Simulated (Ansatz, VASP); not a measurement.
**HfNbTe4 in VASP and in Ansatz**

The input INCAR:

```
  PREC = Accurate
  ENCUT = 600
  EDIFF = 1E-6
  ISMEAR = 0
  SIGMA = 0.1
  LREAL = F
  LASPH = T
  NELM = 100
  ALGO = Normal
  ISIF = 3
  LWAVE = F
  LCHARG = F
  GGA = PE
  IBRION = 2
  NSW = 100
  EDIFFG = -0.01
```

File KPOINTS:

```
Automatic mesh
0
Gamma
  12 12 4
```

The input POSCAR:

```
HfNbTe4
1.0
    3.8312808990      0.0000000000      0.0000000000
   -1.9156404495      3.3179865876      0.0000000000
    0.0000000000      0.0000000000     14.2713445855
Hf Nb Te
1 1 4
Direct
    0.0000000000      0.0000000000      0.5000000000
    0.0000000000      0.0000000000      0.0000000000
    0.6666666667      0.3333333333      0.6285777769
    0.6666666667      0.3333333333      0.1245520764
    0.3333333333      0.6666666667      0.8754479236
    0.3333333333      0.6666666667      0.3714222231
```

Input for Ansatz:

```yaml
crystal:
  lattice:
    - [3.831280899, 0.0, 0.0]
    - [-1.9156404495, 3.3179865876, 0.0]
    - [0.0, 0.0, 14.2713445855]
  atoms:
    - { symbol: Hf, position: [0.0, 0.0, 0.5] }
    - { symbol: Nb, position: [0.0, 0.0, 0.0] }
    - { symbol: Te, position: [0.6666666667, 0.3333333333, 0.6285777769] }
    - { symbol: Te, position: [0.6666666667, 0.3333333333, 0.1245520764] }
    - { symbol: Te, position: [0.3333333333, 0.6666666667, 0.8754479236] }
    - { symbol: Te, position: [0.3333333333, 0.6666666667, 0.3714222231] }
basis:
  ecutwfc: 420
kpoints:
  mp_grid: { grid: [12, 12, 4] }
hamiltonian:
  xc: pbe
scf:
  occupations: { method: gaussian, width: 0.1 }
output:
  forces: true
  stress: true
  eigenvalues: true
relax:
  adjacent_minimum: "off"
  f_tol: 0.01
  max_steps: 80
  cell: { stress_tol: 0.05 }
```

Change from the starting cell: species swapped into the SrCaSi4 type (P-3m1, No. 164).

Alike in both runs: task relaxation of cell and atoms; functional PBE; k mesh 12 × 12 × 4; occupations gaussian, width 0.1 eV; no spin polarisation.

|  | VASP | Ansatz |
| --- | --- | --- |
| version | VASP 6.6.1 | Ansatz 0.2.0 |
| potentials or method | VASP PAW PBE potentials, release 64 (Hf_pv, Nb_sv, Te), cutoff 600 eV | scalar-relativistic, plane waves, PAW |
| valence electrons in the cell | 47 | 103 |

```tsv
	VASP	Ansatz	Ansatz less VASP
gap on the k mesh at the Fermi level, each at its own relaxed structure (eV)	none	none	-
relaxed volume (Å³/atom)	30.11	30.19	+0.077
relaxed length of the cell vector where the two differ most in proportion (Å)	3.819	3.822	+0.0035
```

A gap of «none» marks a metal or a gap that the smearing closes. VASP's potentials hold 47 valence electrons a cell and Ansatz's 103, so a difference there can come from the potentials and not from the codes.

Neither program's run includes spin-orbit coupling.
